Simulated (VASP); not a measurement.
Write the native input for VASP 6.6.1 that does the following.

```yaml
Task: electric field gradients
Functional: LDA
Potentials_or_basis: VASP PAW LDA potentials, release 64 (Ta_pv, N)
Cutoff: 520 eV
k_mesh: 12 × 12 × 10
Occupations: fermi-dirac, width 0.02 eV
Spin: no spin polarisation
Dipole_correction: no
Further_INCAR_settings: ALGO = Normal; EDIFF = 1e-08; NBANDS = 15
```

The structure of TaN lies in POSCAR:

```
TaN
1.0
    2.9379988584     -0.0146899943     -0.0146899943
   -1.4817213374      2.5517266448     -0.0053769111
   -0.0144150000     -0.0144150000      2.8830000000
Ta N
1 1
Direct
    0.3333333333      0.6666666667      0.5000000000
    0.0000000000      0.0000000000      0.0000000000
```

This cell differs from its parent crystal: equal xy, yz and zx shear strains of -1 %.

The input as run:

INCAR

```
SYSTEM = TaN
PREC = Accurate
ENCUT = 520
EDIFF = 1E-8
ISMEAR = -1
SIGMA = 0.02
LREAL = .FALSE.
LASPH = .TRUE.
NELM = 80
ALGO = Normal
ISIF = 2
LWAVE = .FALSE.
LCHARG = .FALSE.
GGA = CA
LEFG = .TRUE.
NBANDS = 15
```

KPOINTS

```
regular mesh
0
G
  12 12 10
  0 0 0
```

Potentials or basis: VASP PAW LDA potentials, release 64 (Ta_pv, N).

The run is started by

```sh
$ cat potpaw_LDA.64/Ta_pv/POTCAR potpaw_LDA.64/N/POTCAR > POTCAR
$ mpirun -np 1 vasp_std > vasp.out
```

It gave:

* Pressure: -9.7 GPa
* Largest force: 0.018 eV/Å
* Band gap on the k mesh: zero (band 8 reaches 8.41 eV, above the bottom of band 9 at 8.09 eV)

Caveat: the cell differs from its parent crystal (equal xy, yz and zx shear strains of -1 %); without QUAD_EFG the Cq values of the log hold for a quadrupole moment of 1 mb, not for the nuclei; spin-orbit coupling is left out, which moves the levels of the heavy elements.

It took 2.1 min on 1 thread of Intel Xeon 6975P-C, on a shared host, peak memory 0.33 GiB.
